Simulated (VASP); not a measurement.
Wanted: the native input for a VASP 6.6.1 run.

- Task: single point
- Functional: r2SCAN
- Potentials or basis: VASP PAW PBE potentials, release 64 (Ti_sv, Al)
- Cutoff: 520 eV
- k mesh: 18 × 18 × 10
- Occupations: gaussian, width 0.15 eV
- Spin: no spin polarisation
- Dipole correction: no
- Further INCAR settings: ALGO = Normal; EDIFF = 1e-06; NBANDS = 14

The system is TiAl.

```
CELL_PARAMETERS angstrom
2.86726 0.00000 0.00000
-1.43363 2.48312 0.00000
0.00000 0.00000 4.74825
ATOMIC_POSITIONS crystal
Ti 0.00000 0.00000 0.00000
Al 0.33333 0.66667 0.50000
```

This cell differs from its parent crystal: strain +0.000 along x and y, +0.015 along z.

The input as run:

POSCAR

```
TiAl
1.0
    2.8672622327      0.0000000000      0.0000000000
   -1.4336311163      2.4831219328      0.0000000000
    0.0000000000      0.0000000000      4.7482542450
Ti Al
1 1
Direct
    0.0000000000      0.0000000000      0.0000000000
    0.3333333333      0.6666666667      0.5000000000
```

INCAR.step1

```
ALGO = Normal
EDIFF = 1E-4
ENCUT = 520
GGA = PE
ISMEAR = 0
LASPH = T
LCHARG = F
LREAL = F
LWAVE = T
NBANDS = 14
NELM = 100
PREC = Accurate
SIGMA = 0.15
```

INCAR.step2

```
ALGO = Normal
EDIFF = 1E-6
ENCUT = 520
ISIF = 2
ISMEAR = 0
ISTART = 1
LASPH = T
LCHARG = F
LMIXTAU = T
LREAL = F
LWAVE = F
METAGGA = R2SCAN
NBANDS = 14
NELM = 100
PREC = Accurate
SIGMA = 0.15
```

KPOINTS

```
k-points
0
Gamma
  18 18 10
```

Potentials or basis: VASP PAW PBE potentials, release 64 (Ti_sv, Al).

Launch:

```console
$ cat potpaw_PBE.64/Ti_sv/POTCAR potpaw_PBE.64/Al/POTCAR > POTCAR
$ cp INCAR.step1 INCAR
$ mpirun -np 1 vasp_std > vasp.out
$ cp INCAR.step2 INCAR
$ mpirun -np 1 vasp_std > vasp.out
```

It gave:

- Pressure: -2.7 GPa

Caveat: the cell differs from its parent crystal (strain +0.000 along x and y, +0.015 along z); the PAW data sets were made with another functional, which shifts forces and pressure a little.

It took 2.7 min on 1 thread of Intel(R) Xeon(R) 6975P-C (Granite Rapids), on a shared host, peak memory 0.24 GiB.
